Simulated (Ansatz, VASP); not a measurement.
One calculation of BeCd2S3, two programs

INCAR

```
  PREC = Accurate
  ENCUT = 600
  EDIFF = 1E-6
  ISMEAR = 0
  SIGMA = 0.1
  LREAL = F
  LASPH = T
  NELM = 100
  ALGO = Normal
  ISIF = 3
  LWAVE = F
  LCHARG = F
  GGA = PE
  IBRION = 2
  NSW = 90
  EDIFFG = -0.04
```

Contents of KPOINTS:

```
regular mesh
0
Gamma
  4 4 2
```

The input POSCAR:

```
BeCd2S3
1.0
    3.9131675900      0.0000000000      0.0000000000
    0.0000000000      3.9131675900      0.0000000000
    0.0000000000      0.0000000000      8.5067460000
Be Cd S
1 2 3
Direct
    0.5000000000      0.5000000000      0.5000000000
    0.0000000000      0.0000000000      0.0000000000
    0.5000000000      0.5000000000      0.0000000000
    0.0000000000      0.0000000000      0.3216085700
    0.0000000000      0.0000000000      0.6783914300
    0.0000000000      0.0000000000      0.5000000000
```

Input for Ansatz:

```yaml
crystal:
  lattice:
    - [3.91316759, 0.0, 0.0]
    - [0.0, 3.91316759, 0.0]
    - [0.0, 0.0, 8.506746]
  atoms:
    - { symbol: Be, position: [0.5, 0.5, 0.5] }
    - { symbol: Cd, position: [0.0, 0.0, 0.0] }
    - { symbol: Cd, position: [0.5, 0.5, 0.0] }
    - { symbol: S, position: [0.0, 0.0, 0.32160857] }
    - { symbol: S, position: [0.0, 0.0, 0.67839143] }
    - { symbol: S, position: [0.0, 0.0, 0.5] }
basis:
  ecutwfc: 420
kpoints:
  mp_grid: { grid: [4, 4, 2] }
hamiltonian:
  xc: pbe
scf:
  occupations: { method: gaussian, width: 0.1 }
  lower_state_search: "off"
output:
  forces: true
  stress: true
  eigenvalues: true
relax:
  adjacent_minimum: "off"
  f_tol: 0.04
  max_steps: 70
  cell: { stress_tol: 0.4 }
```

Alike in both runs: task relaxation of cell and atoms; functional PBE; k mesh 4 × 4 × 2; occupations gaussian, width 0.1 eV; no spin polarisation.

|  | VASP | Ansatz |
| --- | --- | --- |
| version | VASP 6.6.1 | Ansatz 0.2.0 |
| potentials or method | VASP PAW PBE potentials, release 64 (Be, Cd, S), cutoff 600 eV | scalar-relativistic, plane waves, PAW |
| valence electrons in the cell | 44 | 60 |

VASP gave:

* gap on the k mesh at the Fermi level, each at its own relaxed structure (eV): none
* relaxed volume (Å³/atom): 22.73
* relaxed cell length with the largest relative difference (Å): 9.669

Q: Which values does Ansatz return?

A: gap on the k mesh at the Fermi level, each at its own relaxed structure (eV): none; relaxed volume (Å³/atom): 22.59; relaxed cell length with the largest relative difference (Å): 9.629.

A gap of «none» marks a metal or a gap that the smearing closes. VASP's potentials hold 44 valence electrons a cell and Ansatz's 60, so a difference there can come from the potentials and not from the codes.

The k mesh is coarse, so the values compare programs but aren't converged.
